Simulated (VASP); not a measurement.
# Li (P6_3/mcm) in VASP: notebook

The runs below take Li through single point, with PBE.

All numbers are computed with VASP 6.6.1; they aren't measurements. Logs are shortened: lines on timing, memory, paths and dates and some standing lists are left out, and cuts for length are marked.

**1. The cell of the first run**

The structure is hexagonal, space group P6_3/mcm (No. 193). Conventional cell: a = 5.749 Å, b = 5.749 Å, c = 5.670 Å, α = 90.00°, β = 90.00°, γ = 120.00°. Li (site symmetry m2m) has 10 Li at 2.84 to 3.22 Å within 3.7 Å. Li (site symmetry -3m) has 14 Li at 2.84 to 3.22 Å within 3.7 Å.

**2. Single point, PBE**

INCAR

```
SYSTEM = Li
PREC = Accurate
ENCUT = 520
EDIFF = 1E-7
ISMEAR = 0
SIGMA = 0.2
LREAL = .FALSE.
LASPH = .TRUE.
NELM = 80
ALGO = Fast
ISIF = 2
LWAVE = .FALSE.
LCHARG = .FALSE.
GGA = PE
NBANDS = 22
```

KPOINTS

```
Automatic mesh
0
G
  4 6 6
  0 0 0
```

POSCAR

```
Li
1.0
    0.0000000000      0.0000000000      5.6702111034
    5.7493258562      0.0000000000      0.0000000000
   -2.8746629281      4.9790622461      0.0000000000
Li
8
Direct
    0.7500000000      0.5026671670      0.0000000000
    0.7500000000      0.0000000000      0.5026671670
    0.7500000000      0.4973328330      0.4973328330
    0.2500000000      0.4973328330      0.0000000000
    0.2500000000      1.0000000000      0.4973328330
    0.2500000000      0.5026671670      0.5026671670
    0.5000000000      0.0000000000      0.0000000000
    0.0000000000      0.0000000000      0.0000000000
```

Potentials or basis: VASP PAW PBE potentials, release 64 (Li_sv).

Command:

```bash
$ cat potpaw_PBE.64/Li_sv/POTCAR > POTCAR
$ mpirun -np 1 vasp_std > vasp.out
```

OUTCAR:

```text
SYSTEM = Li
   PREC = Accurate
   ENCUT = 520
   EDIFF = 1E-7
   ISMEAR = 0
   LREAL = .FALSE.
   LASPH = .TRUE.
   NELM = 80
   ISIF = 2
   GGA = PE

 ion  position               nearest neighbor table
   1  0.750  0.503  0.000-
   2  0.750  0.000  0.503-
   3  0.750  0.497  0.497-
   4  0.250  0.497  0.000-
   5  0.250  0.000  0.497-
   6  0.250  0.503  0.503-
   7  0.500  0.000  0.000-
   8  0.000  0.000  0.000-

  LATTYP: Found a hexagonal cell.
 ALAT       =     5.7493258562
 C/A-ratio  =     0.9862392992

  Lattice vectors:

 A1 = (   5.7493258562,   0.0000000000,   0.0000000000)
 A2 = (  -2.8746629281,   4.9790622461,   0.0000000000)
 A3 = (   0.0000000000,   0.0000000000,   5.6702111034)

Analysis of symmetry for initial positions (statically):
=====================================================================
 Subroutine PRICEL returns:
 Original cell was already a primitive cell.

 Routine SETGRP: Setting up the symmetry group for a
 hexagonal supercell.

 Subroutine GETGRP returns: Found 24 space group operations
 (whereof 12 operations were pure point group operations)
 out of a pool of 24 trial point group operations.

The static configuration has the point symmetry D_3d.
 The point group associated with its full space group is D_6h.

Analysis of symmetry for dynamics (positions and initial velocities):
=====================================================================
 Subroutine PRICEL returns:
 Original cell was already a primitive cell.

 Routine SETGRP: Setting up the symmetry group for a
 hexagonal supercell.

 Subroutine GETGRP returns: Found 24 space group operations
 (whereof 12 operations were pure point group operations)
 out of a pool of 24 trial point group operations.

The dynamic configuration has the point symmetry D_3d.
 The point group associated with its full space group is D_6h.

 Subroutine INISYM returns: Found 24 space group operations
 (whereof 12 operations are pure point group operations),
 and found     1 'primitive' translations

----------------------------------------------------------------------------------------

                                     Primitive cell

  volume of cell :     162.3169

  direct lattice vectors                    reciprocal lattice vectors
     0.000000000  0.000000000  5.670211103     0.000000000  0.000000000  0.176360277
     5.749325856  0.000000000  0.000000000     0.173933436  0.100420516  0.000000000
    -2.874662928  4.979062246  0.000000000     0.000000000  0.200841032  0.000000000

  length of vectors
     5.670211103  5.749325856  5.749325856     0.176360277  0.200841032  0.200841032

  position of ions in fractional coordinates (direct lattice)
     0.750000000  0.502667167  0.000000000
     0.750000000  0.000000000  0.502667167
     0.750000000  0.497332833  0.497332833
     0.250000000  0.497332833  0.000000000
     0.250000000  0.000000000  0.497332833
     0.250000000  0.502667167  0.502667167
     0.500000000  0.000000000  0.000000000
     0.000000000  0.000000000  0.000000000

  ion indices of the primitive-cell ions
   primitive index   ion index
                 1           1
                 2           2
                 3           3
                 4           4
                 5           5
                 6           6
                 7           7
                 8           8

----------------------------------------------------------------------------------------

 KPOINTS: Automatic mesh

Automatic generation of k-mesh.
 Grid dimensions read from file:
 generate k-points for:    4    6    6

 Generating k-lattice:

  Cartesian coordinates                     Fractional coordinates (reciprocal lattice)
     0.000000000  0.000000000  0.044090069     0.250000000  0.000000000  0.000000000
     0.028988906  0.016736753  0.000000000     0.000000000  0.166666667  0.000000000
     0.000000000  0.033473505  0.000000000     0.000000000  0.000000000  0.166666667

  Length of vectors
     0.044090069  0.033473505  0.033473505

  Shift w.r.t. Gamma in fractional coordinates (k-lattice)
     0.000000000  0.000000000  0.000000000

 Subroutine IBZKPT returns following result:
 ===========================================

 Found     21 irreducible k-points:

 Following reciprocal coordinates:
            Coordinates               Weight
  0.000000  0.000000  0.000000      1.000000
  0.250000  0.000000  0.000000      2.000000
  0.500000  0.000000  0.000000      1.000000
  0.000000  0.166667  0.000000      6.000000
  0.250000  0.166667  0.000000     12.000000
  0.500000  0.166667  0.000000      6.000000
[... 13 lines left out ...]
  0.250000  0.333333  0.333333      4.000000
  0.500000  0.333333  0.333333      2.000000
   k-points           NKPTS =     21   k-points in BZ     NKDIM =     21   number of bands    NBANDS=     22
   number of dos      NEDOS =    301   number of ions     NIONS =      8
   total plane-waves  NPLWV =  96768
   dimension x,y,z NGX =    42 NGY =   48 NGZ =   48
   dimension x,y,z NGXF=    84 NGYF=   96 NGZF=   96
   ions per type =               8
   NGX,Y,Z   is equivalent  to a cutoff of  12.31, 13.88, 13.88 a.u.
   NGXF,Y,Z  is equivalent  to a cutoff of  24.63, 27.76, 27.76 a.u.
 SYSTEM =  Li
   PREC   = accura    normal or accurate (medium, high low for compatibility)
   ISTART =      0    job   : 0-new  1-cont  2-samecut
   ICHARG =      2    charge: 1-file 2-atom 10-const
   ISPIN  =      1    spin polarized calculation?
   LNONCOLLINEAR =      F non collinear calculations
   LSORBIT =      F    spin-orbit coupling
   LASPH  =      T    aspherical Exc in radial PAW
   ENCUT  =  520.0 eV  38.22 Ry    6.18 a.u.  10.54 10.69 10.69*2*pi/ulx,y,z
   NELM   =     80;   NELMIN=  2; NELMDL= -5     # of ELM steps
   EDIFF  = 0.1E-06   stopping-criterion for ELM
   LREAL  =      F    real-space projection
   EDIFFG = 0.1E-05   stopping-criterion for IOM
   NSW    =      0    number of steps for IOM
   IBRION =     -1    ionic relax: 0-MD 1-quasi-New 2-CG
   NFREE  =      0    steps in history (QN), initial steepest desc. (CG)
   ISIF   =      2    stress and relaxation
   ISYM   =      2    0-nonsym 1-usesym 2-fastsym
   POTIM  = 0.5000    time-step for ionic-motion
   TEBEG  =    0.0;   TEEND  =   0.0 temperature during run
   PSTRESS=    0.0 pullay stress
   NELECT =      24.0000    total number of electrons
   NUPDOWN=      -1.0000    fix difference up-down
   EMIN   =  10.00;   EMAX   =-10.00  energy-range for DOS
   EFERMI =   0.00;   METHOD = LEGACY
   ISMEAR =     0;   SIGMA  =   0.20  broadening in eV -4-tet -1-fermi 0-gaus
   EFERMI_NEDOS =   21; number of points for ismear=-14 and -15
   IALGO  =     68    algorithm
   IMIX   =      4    mixing-type and parameters
     AMIX     =   0.40;   BMIX     =  1.00
     AMIX_MAG =   1.60;   BMIX_MAG =  1.00
  volume/ion in A,a.u.               =      20.29       136.92
  Fermi-wavevector in a.u.,A,eV,Ry     =   0.865680  1.635898 10.196229  0.749402
  Thomas-Fermi vector in A             =   1.983958
   LORBIT       =      0    0 simple, 1 ext, 2 COOP (PROOUT), +10 PAW based schemes
   GGA     = PE    functional components
   LHFCALC =     F    Hartree Fock is set to
   AEXX    =    0.0000 exact exchange contribution
   IVDW    =     0    specifies the selected vdW correction
   LEPSILON=     F    determine dielectric tensor
   LRPA    =     F    only Hartree local field effects (RPA)
 non-spin polarized calculation
 RMM-DIIS sequential band-by-band and
 Gauss-broadening in eV      SIGMA  =   0.20
  energy-cutoff  :      520.00
  volume of cell :      162.32
 maximum number of plane-waves:      4401
   NGX = 21   NGY = 21   NGZ = 21

 number of electron      24.0000001 magnetization

 Free energy of the ion-electron system (eV)
  ---------------------------------------------------
  ext. energy  EPLUGINS =         0.00000000
  ---------------------------------------------------
  free energy    TOTEN  =       -15.01853072 eV

  energy without entropy =      -14.91347414  energy(sigma->0) =      -14.96600243

 E-fermi :   0.6103     XC(G=0):  -7.0411

 val. band max:        0.5895186516   @ k =   0.0000   0.0000   0.0000
 cond. band min:       0.6115566556   @ k =   0.5000   0.1667   0.1667
 fundamental gap:      0.0220380040
 Fermi energy:         0.6102568730

 k-point     1 :       0.0000    0.0000    0.0000
  band No.  band energies     occupation
      1     -45.9956      2.00000
      2     -45.9810      2.00000
      3     -45.9769      2.00000
      4     -45.9769      2.00000
      5     -45.9637      2.00000
      6     -45.9637      2.00000
[... 14 lines left out ...]
     21       4.8473      0.00000
     22       4.8477      0.00000

 k-point     2 :       0.2500    0.0000    0.0000
  band No.  band energies     occupation
      1     -45.9935      2.00000
      2     -45.9832      2.00000
      3     -45.9750      2.00000
      4     -45.9750      2.00000
      5     -45.9657      2.00000
      6     -45.9657      2.00000
[... 14 lines left out ...]
     21       4.4663      0.00000
     22       4.4664      0.00000

 k-point     3 :       0.5000    0.0000    0.0000
  band No.  band energies     occupation
      1     -45.9884      2.00000
      2     -45.9884      2.00000
      3     -45.9703      2.00000
      4     -45.9703      2.00000
      5     -45.9703      2.00000
      6     -45.9703      2.00000
[... 14 lines left out ...]
     21       4.0792      0.00000
     22       4.0792      0.00000
[... 401 lines left out ...]
 k-point    20 :       0.2500    0.3333    0.3333
  band No.  band energies     occupation
      1     -45.9841      2.00000
      2     -45.9841      2.00000
      3     -45.9751      2.00000
      4     -45.9744      2.00000
      5     -45.9744      2.00000
      6     -45.9656      2.00000
[... 14 lines left out ...]
     21       5.3526      0.00000
     22       6.2545      0.00000

 k-point    21 :       0.5000    0.3333    0.3333
  band No.  band energies     occupation
      1     -45.9792      2.00000
      2     -45.9792      2.00000
      3     -45.9792      2.00000
      4     -45.9792      2.00000
      5     -45.9704      2.00000
      6     -45.9704      2.00000
[... 14 lines left out ...]
     21       7.0029      0.00000
     22       7.0039      0.00000

------------------------ aborting loop because EDIFF is reached ----------------------------------------

  FORCE on cell =-STRESS in cart. coord.  units (eV):
  Direction    XX          YY          ZZ          XY          YZ          ZX
  --------------------------------------------------------------------------------------
  -------------------------------------------------------------------------------------
  Total        0.0260240      0.0260240     -0.2139664      0.0000000      0.0000000     -0.0000000
  in kB        0.2568748      0.2568748     -2.1119933      0.0000000      0.0000000     -0.0000000
  external PRESSURE =      -0.5327479 kB  Pullay stress =       0.0000000 kB

 VOLUME and BASIS-vectors are now :
 -----------------------------------------------------------------------------
  energy-cutoff  :      520.00
  volume of cell :      162.32
      direct lattice vectors                 reciprocal lattice vectors
     0.000000000  0.000000000  5.670211103     0.000000000  0.000000000  0.176360277
     5.749325856  0.000000000  0.000000000     0.173933436  0.100420516  0.000000000
    -2.874662928  4.979062246  0.000000000     0.000000000  0.200841032  0.000000000

 POSITION                                       TOTAL-FORCE (eV/Angst)
 -----------------------------------------------------------------------------------
      2.89000      0.00000      4.25266        -0.001507      0.000000     -0.000000
     -1.44500      2.50281      4.25266         0.000753     -0.001305     -0.000000
      1.42966      2.47625      4.25266         0.000753      0.001305     -0.000000
      2.85933      0.00000      1.41755         0.001507      0.000000      0.000000
     -1.42966      2.47625      1.41755        -0.000753      0.001305      0.000000
      1.44500      2.50281      1.41755        -0.000753     -0.001305      0.000000
      0.00000      0.00000      2.83511         0.000000      0.000000      0.000000
      0.00000      0.00000      0.00000        -0.000000      0.000000      0.000000
 -----------------------------------------------------------------------------------
    total drift:                                0.000000     -0.000000      0.000000

  FREE ENERGIE OF THE ION-ELECTRON SYSTEM (eV)
  ---------------------------------------------------
  free  energy   TOTEN  =       -15.0185307155 eV

  energy  without entropy=      -14.9134741450  energy(sigma->0) =      -14.96600243
```

Wall time 1.7 min (1 thread of Intel Xeon 6975P-C (Granite Rapids), shared host); peak memory 0.29 GiB.

Results:

| Item | Value |
| --- | --- |
| Free energy | -15.0185 eV |
| Band gap on the k mesh | zero (bands 12 and 13 overlap by 2.20 eV) |

Caveat: the cutoff is under 1.25 times the usual one of these potentials, so pressure, stress and relaxed cells hold a basis-set (Pulay) error.

**3. Single point, PBE**

INCAR

```
  PREC = Accurate
  ENCUT = 520
  EDIFF = 1E-7
  ISMEAR = 0
  SIGMA = 0.1
  LREAL = F
  LASPH = T
  NELM = 60
  ALGO = Fast
  ISIF = 2
  LWAVE = F
  LCHARG = T
  GGA = PE
  LELF = T
  LVHAR = T
  NBANDS = 22
```

KPOINTS

```
Automatic mesh
0
Gamma
  12 12 8
```

POSCAR

```
Li
1.0
    5.7493258562      0.0000000000      0.0000000000
   -2.8746629281      4.9790622461      0.0000000000
    0.0000000000      0.0000000000      5.6702111034
Li
8
Direct
    0.5026671670      0.0000000000      0.7500000000
    0.0000000000      0.5026671670      0.7500000000
    0.4973328330      0.4973328330      0.7500000000
    0.4973328330      0.0000000000      0.2500000000
    0.0000000000      0.4973328330      0.2500000000
    0.5026671670      0.5026671670      0.2500000000
    0.0000000000      0.0000000000      0.5000000000
    0.0000000000      0.0000000000      0.0000000000
```

Potentials or basis: VASP PAW PBE potentials, release 64 (Li_sv).

Command:

```bash
$ cat potpaw_PBE.64/Li_sv/POTCAR > POTCAR
$ mpirun -np 1 vasp_std > vasp.out
```

Wall time 6.6 min (1 thread of Intel Xeon 6975P-C (Granite Rapids), shared host); peak memory 0.42 GiB.

The run converged. Its results:

| Quantity | Value |
| --- | --- |
| Free energy | -15.0246 eV |
| Band gap on the k mesh | zero (bands 12 and 13 overlap by 2.20 eV) |

Levels at points of the mesh, in eV from the Fermi level:
```csv
k point,band 10,band 11,band 12,band 13,band 14,band 15
"(0.00, 0.00, 0.00)",-0.54,-0.01,0.04,0.04,0.45,2.96
"(0.50, 0.00, 0.00)",-2.40,-0.22,-0.18,0.36,0.70,1.28
"(0.00, 0.00, 0.50)",-2.66,1.09,1.09,1.19,1.19,1.19
"(0.50, 0.00, 0.50)",-1.52,-1.50,-1.50,0.73,0.73,0.83
```

Caveat: the cutoff is under 1.25 times the usual one of these potentials, so pressure, stress and relaxed cells hold a basis-set (Pulay) error.

The gap in the log of VASP goes by the Fermi energy; the results here count the filled bands.